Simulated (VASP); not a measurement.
# EuBi (F-43m) in VASP: single point with PBEsol

Aim: the single point of EuBi with PBEsol.

Program: VASP 6.6.1. These are calculated values, not measurements. Logs are shortened: lines on timing, memory, paths and dates and some standing lists are left out, and cuts for length are marked.

### Step 1. The cell of the first run

Symmetry: F-43m, No. 216, cubic system. Conventional cell: a = 7.280 Å, b = 7.280 Å, c = 7.280 Å, α = 90.00°, β = 90.00°, γ = 90.00°. Eu (site symmetry -43m) has 4 Bi at 3.15 Å within 4.1 Å. Within 4.1 Å of Bi (site symmetry -43m) lie 4 Eu at 3.15 Å.

### Step 2. Single point, PBEsol, collinear spin, ferromagnetic start

Contents of INCAR:

```
SYSTEM = EuBi
  ALGO = Normal
  EDIFF = 1E-6
  ENCUT = 520
  GGA = PS
  ISIF = 2
  ISMEAR = 0
  ISPIN = 2
  LASPH = .True.
  LCHARG = .True.
  LELF = .True.
  LMAXMIX = 6
  LORBIT = 11
  LREAL = .False.
  LVHAR = .True.
  LWAVE = .False.
  MAGMOM = 7.17 0
  NBANDS = 27
  NELM = 150
  PREC = Accurate
  SIGMA = 0.05
```

Contents of KPOINTS:

```
k-points
0
Gamma
  8 8 8
  0 0 0
```

Contents of POSCAR:

```
EuBi
1.0
    0.0000000000      3.6401581048      3.6401581048
    3.6401581048      0.0000000000      3.6401581048
    3.6401581048      3.6401581048      0.0000000000
Eu Bi
1 1
Direct
    0.0000000000      0.0000000000      0.0000000000
    0.2500000000      0.2500000000      0.2500000000
```

Potentials or basis: VASP PAW PBE potentials, release 64 (Eu, Bi_d).

Started as:

```sh
cat potpaw_PBE.64/Eu/POTCAR potpaw_PBE.64/Bi_d/POTCAR > POTCAR
mpirun -np 1 vasp_std > vasp.out
```

OUTCAR:

```text
SYSTEM = EuBi
   EDIFF = 1E-6
   ENCUT = 520
   GGA = PS
   ISIF = 2
   ISMEAR = 0
   ISPIN = 2
   LASPH = .True.
   LORBIT = 11
   LREAL = .False.
   NELM = 150
   PREC = Accurate

 ion  position               nearest neighbor table
   1  0.000  0.000  0.000-   2 3.15   2 3.15   2 3.15   2 3.15
   2  0.250  0.250  0.250-   1 3.15   1 3.15   1 3.15   1 3.15

  LATTYP: Found a face centered cubic cell.
 ALAT       =     7.2803162096

  Lattice vectors:

 A1 = (   0.0000000000,   3.6401581048,   3.6401581048)
 A2 = (   3.6401581048,   0.0000000000,   3.6401581048)
 A3 = (   3.6401581048,   3.6401581048,   0.0000000000)

Analysis of symmetry for initial positions (statically):
=====================================================================
 Subroutine PRICEL returns:
 Original cell was already a primitive cell.

 Routine SETGRP: Setting up the symmetry group for a
 face centered cubic supercell.

 Subroutine GETGRP returns: Found 24 space group operations
 (whereof 24 operations were pure point group operations)
 out of a pool of 48 trial point group operations.

The static configuration has the point symmetry T_d .

Analysis of symmetry for dynamics (positions and initial velocities):
=====================================================================
 Subroutine PRICEL returns:
 Original cell was already a primitive cell.

 Routine SETGRP: Setting up the symmetry group for a
 face centered cubic supercell.

 Subroutine GETGRP returns: Found 24 space group operations
 (whereof 24 operations were pure point group operations)
 out of a pool of 48 trial point group operations.

The dynamic configuration has the point symmetry T_d .

Analysis of structural, dynamic, and magnetic symmetry:
=====================================================================
 Subroutine PRICEL returns:
 Original cell was already a primitive cell.

 Routine SETGRP: Setting up the symmetry group for a
 face centered cubic supercell.

 Subroutine GETGRP returns: Found 24 space group operations
 (whereof 24 operations were pure point group operations)
 out of a pool of 48 trial point group operations.

The overall configuration has the point symmetry T_d .

 Subroutine INISYM returns: Found 24 space group operations
 (whereof 24 operations are pure point group operations),
 and found     1 'primitive' translations

----------------------------------------------------------------------------------------

                                     Primitive cell
[... 110 lines left out ...]
     AMIX     =   0.40;   BMIX     =  1.00
     AMIX_MAG =   1.60;   BMIX_MAG =  1.00
  volume/ion in A,a.u.               =      48.23       325.50
  Fermi-wavevector in a.u.,A,eV,Ry     =   1.133256  2.141543 17.473533  1.284268
  Thomas-Fermi vector in A             =   2.269958
   LORBIT       =     11    0 simple, 1 ext, 2 COOP (PROOUT), +10 PAW based schemes
   GGA     = PS    functional components
   LHFCALC =     F    Hartree Fock is set to
   AEXX    =    0.0000 exact exchange contribution
   IVDW    =     0    specifies the selected vdW correction
   LEPSILON=     F    determine dielectric tensor
   LRPA    =     F    only Hartree local field effects (RPA)
 spin polarized calculation
 Gauss-broadening in eV      SIGMA  =   0.05
  energy-cutoff  :      520.00
  volume of cell :       96.47
 maximum number of plane-waves:      2637
 NGX is ok and might be reduce to    40
   NGX = 19   NGY = 19   NGZ = 19

 number of electron      31.9999990 magnetization       6.0020666

 Free energy of the ion-electron system (eV)
  ---------------------------------------------------
  ext. energy  EPLUGINS =         0.00000000
  ---------------------------------------------------
  free energy    TOTEN  =       -16.27636701 eV

  energy without entropy =      -16.27066030  energy(sigma->0) =      -16.27351366

 E-fermi :   1.3807     XC(G=0):  -8.0743

 val. band max:        1.3777071421   @ k =  -0.3750   0.5000   0.1250
 cond. band min:       1.3858847190   @ k =   0.3750   0.0000   0.0000
 fundamental gap:      0.0081775769
 Fermi energy:         1.3806629113

 spin component 1

 k-point     1 :       0.0000    0.0000    0.0000
  band No.  band energies     occupation
      1     -39.8823      1.00000
      2     -19.7789      1.00000
      3     -19.7789      1.00000
      4     -19.7789      1.00000
      5     -19.6881      1.00000
      6     -19.6881      1.00000
[... 709 lines left out ...]
     26       6.5140      0.00000
     27       9.1382      0.00000

 [... further k-points ...]

 spin component 2

 k-point     1 :       0.0000    0.0000    0.0000
  band No.  band energies     occupation
      1     -36.9192      1.00000
      2     -19.8077      1.00000
      3     -19.8077      1.00000
      4     -19.8077      1.00000
      5     -19.7573      1.00000
      6     -19.7573      1.00000
[... 709 lines left out ...]
     26       6.9217      0.00000
     27       9.3658      0.00000

 [... further k-points ...]
[... 5 lines left out ...]
  --------------------------------------------------------------------------------------
  -------------------------------------------------------------------------------------
  Total       -0.1534964     -0.1534964     -0.1534964      0.0000000      0.0000000      0.0000000
  in kB       -2.5492836     -2.5492836     -2.5492836      0.0000000      0.0000000      0.0000000
  external PRESSURE =      -2.5492836 kB  Pullay stress =       0.0000000 kB

 VOLUME and BASIS-vectors are now :
 -----------------------------------------------------------------------------
  energy-cutoff  :      520.00
  volume of cell :       96.47
      direct lattice vectors                 reciprocal lattice vectors
     0.000000000  3.640158105  3.640158105    -0.137356671  0.137356671  0.137356671
     3.640158105  0.000000000  3.640158105     0.137356671 -0.137356671  0.137356671
     3.640158105  3.640158105  0.000000000     0.137356671  0.137356671 -0.137356671

 POSITION                                       TOTAL-FORCE (eV/Angst)
 -----------------------------------------------------------------------------------
      0.00000      0.00000      0.00000        -0.000000     -0.000000     -0.000000
      1.82008      1.82008      1.82008         0.000000      0.000000      0.000000
 -----------------------------------------------------------------------------------
    total drift:                                0.000000      0.000000      0.000000

  FREE ENERGIE OF THE ION-ELECTRON SYSTEM (eV)
  ---------------------------------------------------
  free  energy   TOTEN  =       -16.2763670137 eV

  energy  without entropy=      -16.2706603045  energy(sigma->0) =      -16.27351366

 total charge

# of ion       s       p       d       f       tot
--------------------------------------------------
    1        2.055   5.696   0.340   6.545  14.636
    2        1.446   1.672   9.873   0.000  12.991
--------------------------------------------------
tot          3.501   7.368  10.213   6.545  27.627

 magnetization (x)

# of ion       s       p       d       f       tot
--------------------------------------------------
    1       -0.004  -0.118   0.014   6.514   6.406
    2       -0.006  -0.309   0.002   0.000  -0.313
--------------------------------------------------
tot         -0.010  -0.427   0.016   6.514   6.093
```

OSZICAR:

```text
N       E                     dE             d eps       ncg     rms          rms(c)
DAV:   1     0.278518511605E+03    0.27852E+03   -0.13768E+04  4148   0.430E+03
DAV:   2     0.376870845281E+02   -0.24083E+03   -0.21663E+03  4165   0.475E+02
[... 21 lines left out ...]
DAV:  24    -0.162762846804E+02   -0.42212E-03   -0.45259E-04  4965   0.430E-01    0.128E-01
DAV:  25    -0.162763657916E+02   -0.81111E-04   -0.84086E-05  5030   0.105E-01    0.467E-02
DAV:  26    -0.162763599135E+02    0.58780E-05   -0.16019E-05  5085   0.721E-02    0.769E-02
DAV:  27    -0.162763688948E+02   -0.89812E-05   -0.15174E-05  4206   0.293E-02    0.364E-02
DAV:  28    -0.162763678303E+02    0.10644E-05   -0.10307E-06  2491   0.337E-02    0.130E-02
DAV:  29    -0.162763670137E+02    0.81660E-06   -0.10217E-06  2522   0.278E-02
   1 F= -.16276367E+02 E0= -.16273514E+02  d E =-.570671E-02  mag=     6.0016
```

stdout:

```text
POSCAR found type information on POSCAR EuBi
 POSCAR found :  2 types and       2 ions
 scaLAPACK will be used
 -----------------------------------------------------------------------------
|                                                                             |
|                                                                             |
|     You enforced a specific xc type in the INCAR file but a different       |
|     I HOPE YOU KNOW WHAT YOU ARE DOING!                                     |
|                                                                             |
 -----------------------------------------------------------------------------

 LDA part: xc-table for (Slater+PW92), standard interpolation
 POSCAR, INCAR and KPOINTS ok, starting setup
 FFT: planning ... GRIDC
 FFT: planning ... GRID_SOFT
 FFT: planning ... GRID
 WAVECAR not read
 entering main loop
```

Run time: 10 min. Hardware: 1 thread of Oxide Virtual Turin-like, shared host; peak memory 0.34 GiB.

What came out:

- Free energy: -16.2764 eV
- Pressure: -0.3 GPa
- Band gap on the k mesh: zero (filled and empty bands overlap)
- Net moment: 6.00 μB per cell
- Site moments: Eu +6.41; Bi -0.31 μB
- Valence electrons inside the program's atomic spheres: Eu 14.64; Bi 12.99

Caveat: the PAW data sets were made with another functional, which shifts forces and pressure a little; spin-orbit coupling is left out, which moves the levels of the heavy elements; without U or exact exchange the open f shell lies at the Fermi level, which spoils levels, moments and volumes.
